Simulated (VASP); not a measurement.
A run of VASP 6.6.1:

INCAR

```
  PREC = Accurate
  ENCUT = 510
  EDIFF = 1E-6
  ISMEAR = -1
  SIGMA = 0.05
  LREAL = False
  LASPH = True
  NELM = 120
  ALGO = Normal
  ISIF = 2
  LWAVE = False
  LCHARG = False
  GGA = PS
  NBANDS = 22
  GGA_COMPAT = False
```

Contents of KPOINTS:

```
regular mesh
0
Gamma
  7 7 7
```

Contents of POSCAR:

```
As
1.0
    1.8807968987      1.0858785957      3.5140619945
   -1.8807968987      1.0858785957      3.5140619945
    0.0000000000     -2.1717571915      3.5140619945
As
2
Direct
    0.2260000000      0.2260000000      0.2260000000
    0.7740000000      0.7740000000      0.7740000000
```

Potentials or basis: VASP PAW PBE potentials, release 64 (As_d).

Run with:

```console
$ cat potpaw_PBE.64/As_d/POTCAR > POTCAR
$ mpirun -np 1 vasp_std > vasp.out
```

Hardware: 1 thread of Intel(R) Xeon(R) Platinum 8488C (Sapphire Rapids) (shared host).

Task: How long does it take, and how much memory?

Result: Wall time 30 s on 1 thread of Intel(R) Xeon(R) Platinum 8488C (Sapphire Rapids), on a shared host, peak memory 0.17 GiB. Counts: scf iterations 10, k points 44.
